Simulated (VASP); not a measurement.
Write the native input for VASP 6.6.1 that does the following.

* Task: relaxation of cell and atoms
* Functional: PBE
* Dispersion: D3(BJ)
* Potentials or basis: VASP PAW PBE potentials, release 64 (B, N)
* Cutoff: 600 eV
* k mesh: 12 × 12 × 12
* Occupations: gaussian, width 0.02 eV
* Spin: no spin polarisation
* Dipole correction: no
* Further INCAR settings: ALGO = Normal; EDIFF = 1e-07; IBRION = 2; EDIFFG = -0.005; NSW = 100; ISIF = 3

The structure of BN lies in POSCAR:

```
BN
1.0
    2.5051024059     -0.0026210394     -0.0081031904
   -1.2475243501      2.1723700281      0.0077882321
   -0.6385545054     -1.0796519251      3.3036746086
B N
1 1
Direct
    0.9908489933      0.9911840822     -0.0065825200
    0.6573000067      0.3246999178      0.9933875200
```

One way to write it, as run:

INCAR

```
SYSTEM = BN
PREC     = Accurate       ! precision mode
ENCUT    = 600            ! plane-wave cutoff, eV
EDIFF    = 1E-7           ! SCF threshold, eV
ISMEAR   = 0              ! smearing method
SIGMA    = 0.02           ! smearing width, eV
LREAL    = .False.        ! projectors in reciprocal space
LASPH    = .True.         ! aspherical terms in the spheres
NELM     = 100            ! most SCF steps
ALGO     = Normal         ! electronic algorithm
ISIF     = 3              ! what is computed and relaxed
LWAVE    = .False.        ! write WAVECAR
LCHARG   = .False.        ! write CHGCAR
GGA      = PE             ! functional
IVDW     = 12             ! dispersion correction
IBRION   = 2              ! ionic algorithm
NSW      = 100            ! ionic steps
EDIFFG   = -0.005         ! ionic threshold
```

KPOINTS

```
Automatic mesh
0
Gamma
  12 12 12
  0 0 0
```

Potentials or basis: VASP PAW PBE potentials, release 64 (B, N).

Command:

```sh
$ cat potpaw_PBE.64/B/POTCAR potpaw_PBE.64/N/POTCAR > POTCAR
$ mpirun -np 1 vasp_std > vasp.out
```

It gave:

| Item | Value |
| --- | --- |
| Pressure after relaxing | 0.0 GPa |
| Band gap on the k mesh | 3.60 eV, indirect (least direct gap 4.53 eV) |
| Dispersion energy per atom | -0.142 eV |

Caveat: the relaxation stopped at its first step, so nothing moved.

Run time: 81 s on 1 thread of Intel(R) Xeon(R) Platinum 8375C CPU @ 2.90GHz (Ice Lake), on a shared host, peak memory 0.28 GiB.
